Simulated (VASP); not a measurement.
SiC, 2 atoms in the cell. It takes space group I-4m2 (No. 119, tetragonal). The conventional cell has a = 3.167 Å, b = 3.167 Å, c = 4.348 Å, α = 90.00°, β = 90.00°, γ = 90.00°. Within 2.5 Å of Si (site symmetry -4m2) lie 4 C at 1.92 Å. Within 2.5 Å of C (site symmetry -4m2) lie 4 Si at 1.92 Å.  This cell differs from its parent crystal: strain +0.030 along x and y, +0.000 along z.

```yaml
Program: VASP 6.6.1
Task: single point
Functional: r2SCAN
Potentials_or_basis: VASP PAW PBE potentials, release 64 (Si, C)
Cutoff: 520 eV
k_mesh: 12 × 12 × 12
Occupations: gaussian, width 0.05 eV
Spin: no spin polarisation
Dipole_correction: no
Further_INCAR_settings: ALGO = Normal; EDIFF = 1e-06; NBANDS = 11
```

Potentials or basis: VASP PAW PBE potentials, release 64 (Si, C).

The run is started by

```console
$ cat potpaw_PBE.64/Si/POTCAR potpaw_PBE.64/C/POTCAR > POTCAR
$ cp INCAR.step1 INCAR
$ mpirun -np 1 vasp_std > vasp.out
$ cp INCAR.step2 INCAR
$ mpirun -np 1 vasp_std > vasp.out
```

Hardware: 1 thread of AMD EPYC 7R43 64-Core Processor (Zen 3) (shared host).

Problem. Estimate the wall time of this run.

Solution. It took 2.7 min on 1 thread of AMD EPYC 7R43 64-Core Processor (Zen 3), on a shared host, peak memory 0.13 GiB. Counts: k points 163.
